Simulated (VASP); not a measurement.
# Ge3S (Pm-3m) in VASP: notebook

Runs on Ge3S. Level: PBE. Tasks: single point, relaxation of cell and atoms.

Everything below comes from runs of VASP 6.6.1. Logs are shortened: lines on timing, memory, paths and dates and some standing lists are left out, and cuts for length are marked.

## (1) The cell of the first run

The structure is cubic, space group Pm-3m (No. 221). The conventional cell has a = 4.260 Å, b = 4.260 Å, c = 4.260 Å, α = 90.00°, β = 90.00°, γ = 90.00°. Within 4.0 Å of Ge (site symmetry 4/mmm) lie 8 Ge at 3.01 Å and 4 S at 3.01 Å. Within 4.0 Å of S (site symmetry m-3m) lie 12 Ge at 3.01 Å.

## (2) Single point, PBE

File INCAR:

```
  PREC = Accurate
  ENCUT = 520
  EDIFF = 1E-6
  ISMEAR = 0
  SIGMA = 0.1
  LREAL = False
  LASPH = True
  NELM = 100
  ALGO = Normal
  ISIF = 2
  LWAVE = False
  LCHARG = True
  GGA = PE
  LELF = True
  LVHAR = True
  NBANDS = 32
```

File KPOINTS:

```
regular mesh
0
Gamma
  12 12 12
```

File POSCAR:

```
Ge3S
1.0
    4.2600482336      0.0000000000      0.0000000000
    0.0000000000      4.2600482336      0.0000000000
    0.0000000000      0.0000000000      4.2600482336
Ge S
3 1
Direct
    0.0000000000      0.5000000000      0.5000000000
    0.5000000000      0.0000000000      0.5000000000
    0.5000000000      0.5000000000      0.0000000000
    0.0000000000      0.0000000000      0.0000000000
```

Potentials or basis: VASP PAW PBE potentials, release 64 (Ge_d, S).

The run is started by

```console
$ cat potpaw_PBE.64/Ge_d/POTCAR potpaw_PBE.64/S/POTCAR > POTCAR
$ mpirun -np 1 vasp_std > vasp.out
```

OUTCAR:

```text
PREC = Accurate
   ENCUT = 520
   EDIFF = 1E-6
   ISMEAR = 0
   LREAL = False
   LASPH = True
   NELM = 100
   ISIF = 2
   GGA = PE

 ion  position               nearest neighbor table
   1  0.000  0.500  0.500-
   2  0.500  0.000  0.500-
   3  0.500  0.500  0.000-
   4  0.000  0.000  0.000-

  LATTYP: Found a simple cubic cell.
 ALAT       =     4.2600482336

  Lattice vectors:

 A1 = (   4.2600482336,   0.0000000000,   0.0000000000)
 A2 = (   0.0000000000,   4.2600482336,   0.0000000000)
 A3 = (   0.0000000000,   0.0000000000,   4.2600482336)

Analysis of symmetry for initial positions (statically):
=====================================================================
 Subroutine PRICEL returns:
 Original cell was already a primitive cell.

 Routine SETGRP: Setting up the symmetry group for a
 simple cubic supercell.

 Subroutine GETGRP returns: Found 48 space group operations
 (whereof 48 operations were pure point group operations)
 out of a pool of 48 trial point group operations.

The static configuration has the point symmetry O_h .

Analysis of symmetry for dynamics (positions and initial velocities):
=====================================================================
 Subroutine PRICEL returns:
 Original cell was already a primitive cell.

 Routine SETGRP: Setting up the symmetry group for a
 simple cubic supercell.

 Subroutine GETGRP returns: Found 48 space group operations
 (whereof 48 operations were pure point group operations)
 out of a pool of 48 trial point group operations.

The dynamic configuration has the point symmetry O_h .

 Subroutine INISYM returns: Found 48 space group operations
 (whereof 48 operations are pure point group operations),
 and found     1 'primitive' translations

----------------------------------------------------------------------------------------

                                     Primitive cell

  volume of cell :      77.3114

  direct lattice vectors                    reciprocal lattice vectors
     4.260048234  0.000000000  0.000000000     0.234739126  0.000000000  0.000000000
     0.000000000  4.260048234  0.000000000     0.000000000  0.234739126  0.000000000
     0.000000000  0.000000000  4.260048234     0.000000000  0.000000000  0.234739126

  length of vectors
     4.260048234  4.260048234  4.260048234     0.234739126  0.234739126  0.234739126

  position of ions in fractional coordinates (direct lattice)
     0.000000000  0.500000000  0.500000000
     0.500000000  0.000000000  0.500000000
     0.500000000  0.500000000  0.000000000
     0.000000000  0.000000000  0.000000000

  ion indices of the primitive-cell ions
   primitive index   ion index
                 1           1
                 2           2
                 3           3
                 4           4

----------------------------------------------------------------------------------------

 KPOINTS: regular mesh

Automatic generation of k-mesh.
 Grid dimensions read from file:
 generate k-points for:   12   12   12

 Generating k-lattice:

  Cartesian coordinates                     Fractional coordinates (reciprocal lattice)
     0.019561594  0.000000000  0.000000000     0.083333333  0.000000000  0.000000000
     0.000000000  0.019561594  0.000000000     0.000000000  0.083333333  0.000000000
     0.000000000  0.000000000  0.019561594     0.000000000  0.000000000  0.083333333

  Length of vectors
     0.019561594  0.019561594  0.019561594

  Shift w.r.t. Gamma in fractional coordinates (k-lattice)
     0.000000000  0.000000000  0.000000000

 Subroutine IBZKPT returns following result:
 ===========================================

 Found     84 irreducible k-points:

 Following reciprocal coordinates:
            Coordinates               Weight
  0.000000  0.000000  0.000000      1.000000
  0.083333  0.000000  0.000000      6.000000
  0.166667  0.000000  0.000000      6.000000
  0.250000  0.000000  0.000000      6.000000
  0.333333  0.000000  0.000000      6.000000
  0.416667  0.000000  0.000000      6.000000
[... 16 lines left out ...]
  0.333333  0.333333  0.000000     12.000000
  0.416667  0.333333  0.000000     24.000000
 [... further k-points ...]
   k-points           NKPTS =     84   k-points in BZ     NKDIM =     84   number of bands    NBANDS=     32
   number of dos      NEDOS =    301   number of ions     NIONS =      4
   total plane-waves  NPLWV =  32768
   dimension x,y,z NGX =    32 NGY =   32 NGZ =   32
   dimension x,y,z NGXF=    64 NGYF=   64 NGZF=   64
   ions per type =               3   1
   NGX,Y,Z   is equivalent  to a cutoff of  12.49, 12.49, 12.49 a.u.
   NGXF,Y,Z  is equivalent  to a cutoff of  24.98, 24.98, 24.98 a.u.
 SYSTEM =  unknown system
   PREC   = accura    normal or accurate (medium, high low for compatibility)
   ISTART =      0    job   : 0-new  1-cont  2-samecut
   ICHARG =      2    charge: 1-file 2-atom 10-const
   ISPIN  =      1    spin polarized calculation?
   LNONCOLLINEAR =      F non collinear calculations
   LSORBIT =      F    spin-orbit coupling
   LASPH  =      T    aspherical Exc in radial PAW
   ENCUT  =  520.0 eV  38.22 Ry    6.18 a.u.   7.92  7.92  7.92*2*pi/ulx,y,z
   NELM   =    100;   NELMIN=  2; NELMDL= -5     # of ELM steps
   EDIFF  = 0.1E-05   stopping-criterion for ELM
   LREAL  =      F    real-space projection
   EDIFFG = 0.1E-04   stopping-criterion for IOM
   NSW    =      0    number of steps for IOM
   IBRION =     -1    ionic relax: 0-MD 1-quasi-New 2-CG
   NFREE  =      0    steps in history (QN), initial steepest desc. (CG)
   ISIF   =      2    stress and relaxation
   ISYM   =      2    0-nonsym 1-usesym 2-fastsym
   POTIM  = 0.5000    time-step for ionic-motion
   TEBEG  =    0.0;   TEEND  =   0.0 temperature during run
   PSTRESS=    0.0 pullay stress
   NELECT =      48.0000    total number of electrons
   NUPDOWN=      -1.0000    fix difference up-down
   EMIN   =  10.00;   EMAX   =-10.00  energy-range for DOS
   EFERMI =   0.00;   METHOD = LEGACY
   ISMEAR =     0;   SIGMA  =   0.10  broadening in eV -4-tet -1-fermi 0-gaus
   EFERMI_NEDOS =   21; number of points for ismear=-14 and -15
   IALGO  =     38    algorithm
   IMIX   =      4    mixing-type and parameters
     AMIX     =   0.40;   BMIX     =  1.00
     AMIX_MAG =   1.60;   BMIX_MAG =  1.00
  volume/ion in A,a.u.               =      19.33       130.43
  Fermi-wavevector in a.u.,A,eV,Ry     =   1.396607  2.639204 26.538296  1.950510
  Thomas-Fermi vector in A             =   2.519944
   LORBIT       =      0    0 simple, 1 ext, 2 COOP (PROOUT), +10 PAW based schemes
   GGA     = PE    functional components
   LHFCALC =     F    Hartree Fock is set to
   AEXX    =    0.0000 exact exchange contribution
   IVDW    =     0    specifies the selected vdW correction
   LEPSILON=     F    determine dielectric tensor
   LRPA    =     F    only Hartree local field effects (RPA)
 non-spin polarized calculation
 Gauss-broadening in eV      SIGMA  =   0.10
  energy-cutoff  :      520.00
  volume of cell :       77.31
 maximum number of plane-waves:      2103
 NGX is ok and might be reduce to    32
   NGX = 15   NGY = 15   NGZ = 15

 number of electron      47.9999958 magnetization

 Free energy of the ion-electron system (eV)
  ---------------------------------------------------
  ext. energy  EPLUGINS =         0.00000000
  ---------------------------------------------------
  free energy    TOTEN  =       -16.10565477 eV

  energy without entropy =      -16.09344635  energy(sigma->0) =      -16.09955056

 E-fermi :   6.5356     XC(G=0): -10.9208

 val. band max:        6.5282125244   @ k =   0.0833   0.0000   0.0000
 cond. band min:       6.5421045109   @ k =   0.5000   0.5000   0.0000
 fundamental gap:      0.0138919866
 Fermi energy:         6.5356485582

 k-point     1 :       0.0000    0.0000    0.0000
  band No.  band energies     occupation
      1     -18.5081      2.00000
      2     -18.5081      2.00000
      3     -18.5020      2.00000
      4     -18.5020      2.00000
      5     -18.5020      2.00000
      6     -18.4630      2.00000
[... 24 lines left out ...]
     31      12.5377      0.00000
     32      12.7422      0.00000

 k-point     2 :       0.0833    0.0000    0.0000
  band No.  band energies     occupation
      1     -18.5079      2.00000
      2     -18.5069      2.00000
      3     -18.5014      2.00000
      4     -18.5004      2.00000
      5     -18.5004      2.00000
      6     -18.4636      2.00000
[... 24 lines left out ...]
     31      12.7931      0.00000
     32      13.0186      0.00000

 k-point     3 :       0.1667    0.0000    0.0000
  band No.  band energies     occupation
      1     -18.5075      2.00000
      2     -18.5035      2.00000
      3     -18.4997      2.00000
      4     -18.4959      2.00000
      5     -18.4959      2.00000
      6     -18.4652      2.00000
[... 24 lines left out ...]
     31      12.9168      0.00000
     32      12.9416      0.00000

 k-point     4 :       0.2500    0.0000    0.0000
  band No.  band energies     occupation
      1     -18.5069      2.00000
      2     -18.4983      2.00000
      3     -18.4970      2.00000
      4     -18.4898      2.00000
      5     -18.4898      2.00000
      6     -18.4678      2.00000
[... 24 lines left out ...]
     31      12.3098      0.00000
     32      12.9965      0.00000

 k-point     5 :       0.3333    0.0000    0.0000
  band No.  band energies     occupation
      1     -18.5063      2.00000
      2     -18.4938      2.00000
      3     -18.4920      2.00000
      4     -18.4844      2.00000
      5     -18.4844      2.00000
      6     -18.4710      2.00000
[... 584 lines left out ...]
     31      12.3349      0.00000
     32      15.2574      0.00000

 k-point    22 :       0.5000    0.2500    0.0000
  band No.  band energies     occupation
      1     -18.5013      2.00000
      2     -18.4902      2.00000
      3     -18.4889      2.00000
      4     -18.4784      2.00000
      5     -18.4729      2.00000
      6     -18.4682      2.00000
[... 24 lines left out ...]
     31      11.4344      0.00000
     32      16.2133      0.00000

 k-point    23 :       0.3333    0.3333    0.0000
  band No.  band energies     occupation
      1     -18.4980      2.00000
      2     -18.4980      2.00000
      3     -18.4908      2.00000
      4     -18.4789      2.00000
      5     -18.4676      2.00000
      6     -18.4654      2.00000
[... 24 lines left out ...]
     31      13.2229      0.00000
     32      14.1135      0.00000

 k-point    24 :       0.4167    0.3333    0.0000
  band No.  band energies     occupation
      1     -18.4984      2.00000
      2     -18.4945      2.00000
      3     -18.4911      2.00000
      4     -18.4785      2.00000
      5     -18.4709      2.00000
      6     -18.4645      2.00000
[... 24 lines left out ...]
     31      12.7424      0.00000
     32      14.8744      0.00000

 [... further k-points ...]

------------------------ aborting loop because EDIFF is reached ----------------------------------------

  FORCE on cell =-STRESS in cart. coord.  units (eV):
  Direction    XX          YY          ZZ          XY          YZ          ZX
  --------------------------------------------------------------------------------------
  -------------------------------------------------------------------------------------
  Total       -0.0027327     -0.0027327     -0.0027327      0.0000000      0.0000000      0.0000000
  in kB       -0.0566312     -0.0566312     -0.0566312      0.0000000      0.0000000      0.0000000
  external PRESSURE =      -0.0566312 kB  Pullay stress =       0.0000000 kB

 VOLUME and BASIS-vectors are now :
 -----------------------------------------------------------------------------
  energy-cutoff  :      520.00
  volume of cell :       77.31
      direct lattice vectors                 reciprocal lattice vectors
     4.260048234  0.000000000  0.000000000     0.234739126  0.000000000  0.000000000
     0.000000000  4.260048234  0.000000000     0.000000000  0.234739126  0.000000000
     0.000000000  0.000000000  4.260048234     0.000000000  0.000000000  0.234739126

 POSITION                                       TOTAL-FORCE (eV/Angst)
 -----------------------------------------------------------------------------------
      0.00000      2.13002      2.13002         0.000000      0.000000      0.000000
      2.13002      0.00000      2.13002         0.000000      0.000000      0.000000
      2.13002      2.13002      0.00000         0.000000      0.000000      0.000000
      0.00000      0.00000      0.00000         0.000000      0.000000      0.000000
 -----------------------------------------------------------------------------------
    total drift:                                0.000000     -0.000000     -0.000000

  FREE ENERGIE OF THE ION-ELECTRON SYSTEM (eV)
  ---------------------------------------------------
  free  energy   TOTEN  =       -16.1056547718 eV

  energy  without entropy=      -16.0934463453  energy(sigma->0) =      -16.09955056
```

Run time: 47 s. Hardware: 1 thread of Intel Xeon 6975P-C (Granite Rapids), shared host; peak memory 0.28 GiB.

Results:

| Property | Result |
| --- | --- |
| Free energy | -16.1057 eV |
| Pressure | 0.0 GPa |
| Band gap on the k mesh | zero (bands 24 and 25 overlap by 3.00 eV) |

Levels at points of the mesh, in eV from the Fermi level:
| k point | band 22 | band 23 | band 24 | band 25 | band 26 | band 27 |
| --- | --- | --- | --- | --- | --- | --- |
| (0.00, 0.00, 0.00) | -5.01 | 0.08 | 0.08 | 0.08 | 2.63 | 2.63 |
| (0.50, 0.00, 0.00) | -2.21 | -2.12 | -2.12 | -0.34 | 2.03 | 2.48 |
| (0.50, 0.50, 0.00) | -2.36 | -2.36 | -0.79 | -0.05 | -0.05 | 0.01 |
| (0.50, 0.50, 0.50) | -6.15 | -5.46 | 2.37 | 2.37 | 2.37 | 6.60 |

## (3) Relaxation of cell and atoms, PBE

File INCAR:

```
SYSTEM = Ge3S
PREC = Accurate ; ENCUT = 600
EDIFF = 1E-6 ; ISMEAR = 0
SIGMA = 0.1 ; LREAL = .FALSE.
LASPH = .TRUE. ; NELM = 60
ALGO = Normal ; ISIF = 3
LWAVE = .FALSE. ; LCHARG = .FALSE.
GGA = PE ; IBRION = 2
NSW = 100 ; EDIFFG = -0.01
```

File KPOINTS:

```
regular mesh
0
G
  12 12 12
  0 0 0
```

POSCAR is that of step 2.

Potentials or basis: VASP PAW PBE potentials, release 64 (Ge_d, S).

The run is started by

```console
$ cat potpaw_PBE.64/Ge_d/POTCAR potpaw_PBE.64/S/POTCAR > POTCAR
$ mpirun -np 1 vasp_std > vasp.out
```

OUTCAR:

```text
SYSTEM = Ge3S
   PREC = Accurate
   ENCUT = 600
   EDIFF = 1E-6
   ISMEAR = 0
   LREAL = .FALSE.
   LASPH = .TRUE.
   NELM = 60
   ISIF = 3
   GGA = PE
   IBRION = 2
   NSW = 100
   EDIFFG = -0.01

 ion  position               nearest neighbor table
   1  0.000  0.500  0.500-
   2  0.500  0.000  0.500-
   3  0.500  0.500  0.000-
   4  0.000  0.000  0.000-
[... 944 lines left out ...]

  FORCE on cell =-STRESS in cart. coord.  units (eV):
  Direction    XX          YY          ZZ          XY          YZ          ZX
  --------------------------------------------------------------------------------------
  -------------------------------------------------------------------------------------
  Total        0.0126482      0.0126482      0.0126482     -0.0000000     -0.0000000      0.0000000
  in kB        0.2621177      0.2621177      0.2621177     -0.0000000     -0.0000000      0.0000000
  external PRESSURE =       0.2621177 kB  Pullay stress =       0.0000000 kB

 VOLUME and BASIS-vectors are now :
 -----------------------------------------------------------------------------
  energy-cutoff  :      600.00
  volume of cell :       77.31
      direct lattice vectors                 reciprocal lattice vectors
     4.260048234  0.000000000  0.000000000     0.234739126  0.000000000  0.000000000
     0.000000000  4.260048234  0.000000000     0.000000000  0.234739126  0.000000000
     0.000000000  0.000000000  4.260048234     0.000000000  0.000000000  0.234739126

 POSITION                                       TOTAL-FORCE (eV/Angst)
 -----------------------------------------------------------------------------------
      0.00000      2.13002      2.13002         0.000000      0.000000      0.000000
      2.13002      0.00000      2.13002         0.000000      0.000000      0.000000
      2.13002      2.13002      0.00000         0.000000      0.000000      0.000000
      0.00000      0.00000      0.00000         0.000000      0.000000      0.000000
 -----------------------------------------------------------------------------------
    total drift:                                0.000000      0.000000      0.000000

  FREE ENERGIE OF THE ION-ELECTRON SYSTEM (eV)
  ---------------------------------------------------
  free  energy   TOTEN  =       -16.1058736236 eV

  energy  without entropy=      -16.0936649492  energy(sigma->0) =      -16.09976929

 reached required accuracy - stopping structural energy minimisation
```

OSZICAR:

```text
N       E                     dE             d eps       ncg     rms          rms(c)
DAV:   1     0.429430327022E+03    0.42943E+03   -0.25890E+04  5116   0.483E+03
DAV:   2     0.570394250487E+02   -0.37239E+03   -0.36409E+03  4712   0.855E+02
DAV:   3    -0.114725158310E+02   -0.68512E+02   -0.65295E+02  5376   0.213E+02
DAV:   4    -0.161216384695E+02   -0.46491E+01   -0.44613E+01  5572   0.555E+01
DAV:   5    -0.162535542128E+02   -0.13192E+00   -0.13124E+00  5444   0.956E+00    0.763E+00
DAV:   6    -0.161216909424E+02    0.13186E+00   -0.32586E-01  6188   0.448E+00    0.434E+00
DAV:   7    -0.161070589423E+02    0.14632E-01   -0.89297E-02  6044   0.201E+00    0.179E+00
DAV:   8    -0.161061021161E+02    0.95683E-03   -0.16577E-02  5840   0.976E-01    0.196E-01
DAV:   9    -0.161058603806E+02    0.24174E-03   -0.17589E-03  5556   0.429E-01    0.833E-02
DAV:  10    -0.161058719002E+02   -0.11520E-04   -0.38599E-04  5572   0.201E-01    0.311E-02
DAV:  11    -0.161058700988E+02    0.18014E-05   -0.40822E-05  5652   0.945E-02    0.138E-02
DAV:  12    -0.161058736269E+02   -0.35281E-05   -0.33946E-06  4604   0.207E-02    0.303E-03
DAV:  13    -0.161058736236E+02    0.33097E-08   -0.32008E-07  2908   0.547E-03
   1 F= -.16105874E+02 E0= -.16099769E+02  d E =-.161059E+02
```

CONTCAR:

```text
Ge3S
   1.00000000000000
     4.2600482336000001    0.0000000000000000    0.0000000000000000
     0.0000000000000000    4.2600482336000001    0.0000000000000000
     0.0000000000000000    0.0000000000000000    4.2600482336000001
  Ge              S
     3     1
Direct
     0.0000000000000000    0.5000000000000000    0.5000000000000000
     0.5000000000000000    0.0000000000000000    0.5000000000000000
     0.5000000000000000    0.5000000000000000    0.0000000000000000
     0.0000000000000000    0.0000000000000000    0.0000000000000000

  0.00000000E+00  0.00000000E+00  0.00000000E+00
  0.00000000E+00  0.00000000E+00  0.00000000E+00
  0.00000000E+00  0.00000000E+00  0.00000000E+00
  0.00000000E+00  0.00000000E+00  0.00000000E+00
```

It took 65 s on 1 thread of Intel Xeon 6975P-C (Granite Rapids), shared host; peak memory 0.32 GiB.

Results:

```yaml
Free_energy: -16.1059 eV
Pressure_after_relaxing: 0.0 GPa
Band_gap_on_the_k_mesh: zero (bands 24 and 25 overlap by 3.00 eV)
```

Final structure:
```cif
data_structure
_symmetry_space_group_name_H-M 'P 1'
_symmetry_Int_Tables_number 1
_cell_length_a 4.2600
_cell_length_b 4.2600
_cell_length_c 4.2600
_cell_angle_alpha 90.000
_cell_angle_beta 90.000
_cell_angle_gamma 90.000
_cell_volume 77.31
loop_
_atom_site_label
_atom_site_type_symbol
_atom_site_fract_x
_atom_site_fract_y
_atom_site_fract_z
_atom_site_occupancy
Ge1 Ge 0.00000 0.50000 0.50000 1
Ge2 Ge 0.50000 0.00000 0.50000 1
Ge3 Ge 0.50000 0.50000 0.00000 1
S1 S 0.00000 0.00000 0.00000 1
```

Caveat: the relaxation stopped at its first step, so nothing moved.
